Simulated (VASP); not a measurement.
# As (R-3m) in VASP: settings compared, part 2 of 2

VASP 6.6.1. The steps go on from the part before.

### 3 Single point, LDA

This run uses another cell than the first one, of 20.24 Å³/atom, 0.940 times its volume.

Contents of INCAR:

```
SYSTEM = As
PREC = Accurate
ENCUT = 520
EDIFF = 1E-6
ISMEAR = -1
SIGMA = 0.05
LREAL = .FALSE.
LASPH = .TRUE.
NELM = 100
ALGO = Normal
ISIF = 2
LWAVE = .FALSE.
LCHARG = .FALSE.
NBANDS = 12
```

Contents of KPOINTS:

```
Automatic mesh
0
G
  9 9 9
  0 0 0
```

Contents of POSCAR:

```
As
1.0
    1.8424025153      1.0637115881      3.4423263150
   -1.8424025153      1.0637115881      3.4423263150
    0.0000000000     -2.1274231763      3.4423263150
As
2
Direct
    0.2260000000      0.2260000000      0.2260000000
    0.7740000000      0.7740000000      0.7740000000
```

Potentials or basis: VASP PAW LDA potentials, release 64 (As).

On the command line:

```sh
cat potpaw_LDA.64/As/POTCAR > POTCAR
mpirun -np 1 vasp_std > vasp.out
```

OUTCAR:

```text
SYSTEM = As
   PREC = Accurate
   ENCUT = 520
   EDIFF = 1E-6
   ISMEAR = -1
   LREAL = .FALSE.
   LASPH = .TRUE.
   NELM = 100
   ISIF = 2

 ion  position               nearest neighbor table
   1  0.226  0.226  0.226-   2 2.46   2 2.46   2 2.46
   2  0.774  0.774  0.774-   1 2.46   1 2.46   1 2.46

  LATTYP: Found a trigonal (rhomboedric) cell.
 ALAT       =     4.0466702151
 COS(alpha) =     0.5854247172

  Lattice vectors:

 A1 = (   1.8424025153,   1.0637115881,   3.4423263150)
 A2 = (  -1.8424025153,   1.0637115881,   3.4423263150)
 A3 = (   0.0000000000,  -2.1274231763,   3.4423263150)
[... 539 lines left out ...]
      9      13.4179      0.00000
     10      16.8176      0.00000
     11      17.9949      0.00000
     12      19.4005      0.00000

 [... further k-points ...]
[... 5 lines left out ...]
  --------------------------------------------------------------------------------------
  -------------------------------------------------------------------------------------
  Total        1.3664575      1.3664575      0.6827019      0.0000000     -0.0000000      0.0000000
  in kB       54.0872637     54.0872637     27.0227798      0.0000000     -0.0000000      0.0000000
  external PRESSURE =      45.0657691 kB  Pullay stress =       0.0000000 kB

 VOLUME and BASIS-vectors are now :
 -----------------------------------------------------------------------------
  energy-cutoff  :      520.00
  volume of cell :       40.48
      direct lattice vectors                 reciprocal lattice vectors
     1.842402515  1.063711588  3.442326315     0.271384779  0.156684075  0.096833741
    -1.842402515  1.063711588  3.442326315    -0.271384779  0.156684075  0.096833741
     0.000000000 -2.127423176  3.442326315     0.000000000 -0.313368151  0.096833741

 POSITION                                       TOTAL-FORCE (eV/Angst)
 -----------------------------------------------------------------------------------
      0.00000     -0.00000      2.33390         0.000000     -0.000000      0.789304
      0.00000     -0.00000      7.99308         0.000000      0.000000     -0.789304
 -----------------------------------------------------------------------------------
    total drift:                                0.000000     -0.000000      0.000000

  FREE ENERGIE OF THE ION-ELECTRON SYSTEM (eV)
  ---------------------------------------------------
  free  energy   TOTEN  =       -10.7394568536 eV

  energy  without entropy=      -10.7380253863  energy(sigma->0) =      -10.73874112
```

OSZICAR:

```text
N       E                     dE             d eps       ncg     rms          rms(c)
DAV:   1     0.278420489945E+02    0.27842E+02   -0.42676E+03  2040   0.700E+02
DAV:   2    -0.916357379681E+01   -0.37006E+02   -0.35630E+02  2700   0.114E+02
DAV:   3    -0.107929577255E+02   -0.16294E+01   -0.16225E+01  2620   0.240E+01
DAV:   4    -0.108011891239E+02   -0.82314E-02   -0.82304E-02  2328   0.190E+00
DAV:   5    -0.108012098387E+02   -0.20715E-04   -0.20715E-04  2592   0.103E-01    0.403E+00
DAV:   6    -0.107596552471E+02    0.41555E-01   -0.13296E-02  2272   0.585E-01    0.239E+00
DAV:   7    -0.107395331864E+02    0.20122E-01   -0.24199E-02  2304   0.808E-01    0.822E-02
DAV:   8    -0.107394534903E+02    0.79696E-04   -0.73861E-04  2376   0.168E-01    0.246E-02
DAV:   9    -0.107394569696E+02   -0.34793E-05   -0.35202E-05  2524   0.332E-02    0.124E-02
DAV:  10    -0.107394568536E+02    0.11608E-06   -0.13524E-06  1668   0.653E-03
   1 F= -.10739457E+02 E0= -.10738741E+02  d E =-.143147E-02
```

It took 16 s on 1 thread of AMD EPYC 9R45 (Zen 5), shared host; peak memory 0.13 GiB.

Results:

| Property | Result |
| --- | --- |
| Free energy | -10.7395 eV |
| Pressure | 4.5 GPa |
| Largest force | 0.789 eV/Å |
| Band gap on the k mesh | zero (band 5 reaches 6.24 eV, above the bottom of band 6 at 6.09 eV) |

Forces on the atoms (eV/Å):
```
As   0.000  0.000  0.789
As   0.000  0.000 -0.789
```

Stress tensor (GPa, compression positive):
```
5.41 0.00 0.00
0.00 5.41 0.00
0.00 0.00 2.70
```

Levels at points of the mesh, in eV from the Fermi level:
| k point | band 2 | band 3 | band 4 | band 5 | band 6 | band 7 | band 8 | band 9 |
| --- | --- | --- | --- | --- | --- | --- | --- | --- |
| (0.00, 0.00, 0.00) | -5.59 | -2.74 | -2.22 | -2.22 | 1.51 | 2.91 | 2.91 | 6.81 |

### 4 Single point, LDA

This run uses another cell than the first one, of 20.67 Å³/atom, 0.960 times its volume.

Contents of INCAR:

```
  PREC = Accurate
  ENCUT = 520
  EDIFF = 1E-6
  ISMEAR = -1
  SIGMA = 0.05
  LREAL = False
  LASPH = True
  NELM = 80
  ALGO = Normal
  ISIF = 2
  LWAVE = False
  LCHARG = True
  GGA = CA
  LELF = True
  LVHAR = True
  NBANDS = 12
```

Contents of KPOINTS:

```
regular mesh
0
Gamma
  9 9 9
```

Contents of POSCAR:

```
As
1.0
    1.8553776084      1.0712027616      3.4665688483
   -1.8553776084      1.0712027616      3.4665688483
    0.0000000000     -2.1424055233      3.4665688483
As
2
Direct
    0.2260000000      0.2260000000      0.2260000000
    0.7740000000      0.7740000000      0.7740000000
```

Potentials or basis: VASP PAW LDA potentials, release 64 (As).

On the command line:

```sh
cat potpaw_LDA.64/As/POTCAR > POTCAR
mpirun -np 1 vasp_std > vasp.out
```

OUTCAR:

```text
PREC = Accurate
   ENCUT = 520
   EDIFF = 1E-6
   ISMEAR = -1
   LREAL = False
   LASPH = True
   NELM = 80
   ISIF = 2
   GGA = CA

 ion  position               nearest neighbor table
   1  0.226  0.226  0.226-   2 2.47   2 2.47   2 2.47
   2  0.774  0.774  0.774-   1 2.47   1 2.47   1 2.47

  LATTYP: Found a trigonal (rhomboedric) cell.
 ALAT       =     4.0751688316
 COS(alpha) =     0.5854247172

  Lattice vectors:

 A1 = (   1.8553776084,   1.0712027616,   3.4665688483)
 A2 = (  -1.8553776084,   1.0712027616,   3.4665688483)
 A3 = (   0.0000000000,  -2.1424055233,   3.4665688483)

Analysis of symmetry for initial positions (statically):
=====================================================================
 Subroutine PRICEL returns:
 Original cell was already a primitive cell.

 Routine SETGRP: Setting up the symmetry group for a
 trigonal (rhombohedral) supercell.

 Subroutine GETGRP returns: Found 12 space group operations
 (whereof 12 operations were pure point group operations)
 out of a pool of 12 trial point group operations.

[... 174 lines left out ...]
      3       3.3029      2.00000
      4       3.7980      2.00000
      5       3.7980      2.00000
      6       7.4757      0.00000
      7       8.8520      0.00000
      8       8.8520      0.00000
      9      12.7885      0.00000
     10      12.7885      0.00000
     11      13.3481      0.00000
     12      14.7640      0.00000
[... 331 lines left out ...]
 k-point    24 :       0.4444    0.4444    0.0000
  band No.  band energies     occupation
      1      -6.8204      2.00000
      2      -3.7956      2.00000
      3      -0.1476      2.00000
      4       1.6228      2.00000
      5       1.6290      2.00000
      6       7.2116      0.00000
      7      11.4833      0.00000
      8      12.8469      0.00000
      9      12.9968      0.00000
     10      16.5163      0.00000
     11      17.5857      0.00000
     12      18.9615      0.00000

 [... further k-points ...]

------------------------ aborting loop because EDIFF is reached ----------------------------------------

  FORCE on cell =-STRESS in cart. coord.  units (eV):
  Direction    XX          YY          ZZ          XY          YZ          ZX
  --------------------------------------------------------------------------------------
  -------------------------------------------------------------------------------------
  Total        0.8134465      0.8134465      0.3066193      0.0000000     -0.0000000     -0.0000000
  in kB       31.5271352     31.5271352     11.8837889      0.0000000     -0.0000000     -0.0000000
  external PRESSURE =      24.9793531 kB  Pullay stress =       0.0000000 kB

 VOLUME and BASIS-vectors are now :
 -----------------------------------------------------------------------------
  energy-cutoff  :      520.00
  volume of cell :       41.34
      direct lattice vectors                 reciprocal lattice vectors
     1.855377608  1.071202762  3.466568848     0.269486922  0.155588347  0.096156559
    -1.855377608  1.071202762  3.466568848    -0.269486922  0.155588347  0.096156559
     0.000000000 -2.142405523  3.466568848     0.000000000 -0.311176693  0.096156559

 POSITION                                       TOTAL-FORCE (eV/Angst)
 -----------------------------------------------------------------------------------
      0.00000     -0.00000      2.35033         0.000000     -0.000000      0.627304
      0.00000     -0.00000      8.04937         0.000000      0.000000     -0.627304
 -----------------------------------------------------------------------------------
    total drift:                                0.000000     -0.000000      0.000000

  FREE ENERGIE OF THE ION-ELECTRON SYSTEM (eV)
  ---------------------------------------------------
  free  energy   TOTEN  =       -10.7581850439 eV

  energy  without entropy=      -10.7566580147  energy(sigma->0) =      -10.75742153
```

OSZICAR:

```text
N       E                     dE             d eps       ncg     rms          rms(c)
DAV:   1     0.285215622925E+02    0.28522E+02   -0.42367E+03  2040   0.699E+02
DAV:   2    -0.916231840190E+01   -0.37684E+02   -0.35994E+02  2712   0.112E+02
DAV:   3    -0.108076035223E+02   -0.16453E+01   -0.16396E+01  2612   0.244E+01
DAV:   4    -0.108157801086E+02   -0.81766E-02   -0.81760E-02  2308   0.195E+00
DAV:   5    -0.108158006698E+02   -0.20561E-04   -0.20561E-04  2576   0.106E-01    0.389E+00
DAV:   6    -0.107771556495E+02    0.38645E-01   -0.12190E-02  2316   0.559E-01    0.230E+00
DAV:   7    -0.107582493146E+02    0.18906E-01   -0.22367E-02  2300   0.777E-01    0.790E-02
DAV:   8    -0.107581813537E+02    0.67961E-04   -0.69757E-04  2372   0.163E-01    0.248E-02
DAV:   9    -0.107581851942E+02   -0.38404E-05   -0.36235E-05  2508   0.336E-02    0.120E-02
DAV:  10    -0.107581850439E+02    0.15021E-06   -0.14319E-06  1644   0.671E-03
   1 F= -.10758185E+02 E0= -.10757422E+02  d E =-.152703E-02
```

stdout:

```text
POSCAR found type information on POSCAR As
 POSCAR found :  1 types and       2 ions
 scaLAPACK will be used
 LDA part: xc-table for (Slater(with rela. corr.)+CA(PZ))
 , standard interpolation
 POSCAR, INCAR and KPOINTS ok, starting setup
 FFT: planning ... GRIDC
 FFT: planning ... GRID_SOFT
 FFT: planning ... GRID
 WAVECAR not read
 entering main loop
```

Run time: 18 s. Hardware: 1 thread of AMD EPYC 9R45 (Zen 5), shared host; peak memory 0.13 GiB.

Results:

```yaml
Free_energy: -10.7582 eV
Pressure: 2.5 GPa
Largest_force: 0.627 eV/Å
Band_gap_on_the_k_mesh: zero (band 5 reaches 5.92 eV, above the bottom of band 6 at 5.83 eV)
```

Forces on the atoms (eV/Å):
```
As   0.000  0.000  0.627
As   0.000  0.000 -0.627
```

### 5 Single point, LDA

This run uses another cell than the first one, of 21.10 Å³/atom, 0.980 times its volume.

Contents of INCAR:

```
SYSTEM = As
PREC = Accurate
ENCUT = 520
EDIFF = 1E-7
ISMEAR = -1
SIGMA = 0.05
LREAL = .FALSE.
LASPH = .TRUE.
NELM = 80
ALGO = Normal
ISIF = 2
LWAVE = .FALSE.
LCHARG = .FALSE.
NBANDS = 12
```

Contents of KPOINTS:

```
regular mesh
0
G
  9 9 9
  0 0 0
```

Contents of POSCAR:

```
As
1.0
    1.8681737204      1.0785906003      3.4904769752
   -1.8681737204      1.0785906003      3.4904769752
    0.0000000000     -2.1571812007      3.4904769752
As
2
Direct
    0.2260000000      0.2260000000      0.2260000000
    0.7740000000      0.7740000000      0.7740000000
```

On the command line:

```sh
cat potpaw_LDA.64/As/POTCAR > POTCAR
mpirun -np 1 vasp_std > vasp.out
```

Run time: 20 s. Hardware: 1 thread of AMD EPYC 9R45 (Zen 5), shared host; peak memory 0.14 GiB.

Results (log left out):

```
Free energy            : -10.7667 eV
Pressure               : 0.7 GPa
Largest force          : 0.475 eV/Å
Band gap on the k mesh : zero (band 5 reaches 5.67 eV, above the bottom of band 6 at 5.57 eV)
```

Forces on the atoms (eV/Å):
```
As   0.000  0.000  0.475
As   0.000  0.000 -0.475
```

Stress tensor (GPa, compression positive):
```
 1.12  0.00  0.00
 0.00  1.12  0.00
 0.00  0.00 -0.18
```

Levels at points of the mesh, in eV from the Fermi level:
| k point | band 1 | band 2 | band 3 | band 4 | band 5 | band 6 | band 7 | band 8 | band 9 | band 10 |
| --- | --- | --- | --- | --- | --- | --- | --- | --- | --- | --- |
| (0.00, 0.00, 0.00) | -15.25 | -5.75 | -2.53 | -2.06 | -2.06 | 1.57 | 2.91 | 2.91 | 6.89 | 6.89 |

### 6 Summary

```csv
level,potentials or basis,cell,k mesh,smearing,gap on the mesh (eV),pressure (GPa),largest force (eV/Å)
PBE,"VASP PAW PBE potentials, release 64 (As)","a = 4.131 Å, angles 54.2°, 2 atoms",4 × 4 × 4,fermi-dirac 0.02 eV,0.08,4.1,0.15
LDA,"VASP PAW LDA potentials, release 64 (As)","a = 4.047 Å, angles 54.2°, 2 atoms",9 × 9 × 9,fermi-dirac 0.05 eV,none,4.5,0.79
LDA,"VASP PAW LDA potentials, release 64 (As)","a = 4.075 Å, angles 54.2°, 2 atoms",9 × 9 × 9,fermi-dirac 0.05 eV,none,2.5,0.63
LDA,"VASP PAW LDA potentials, release 64 (As)","a = 4.103 Å, angles 54.2°, 2 atoms",9 × 9 × 9,fermi-dirac 0.05 eV,none,0.7,0.48
```

Alike in all rows: task single point; no spin polarisation; cutoff (eV) 520.

Caveats: some runs use coarse meshes.

Total energies depend on the potentials used, so only differences within one code and one set of settings carry meaning.
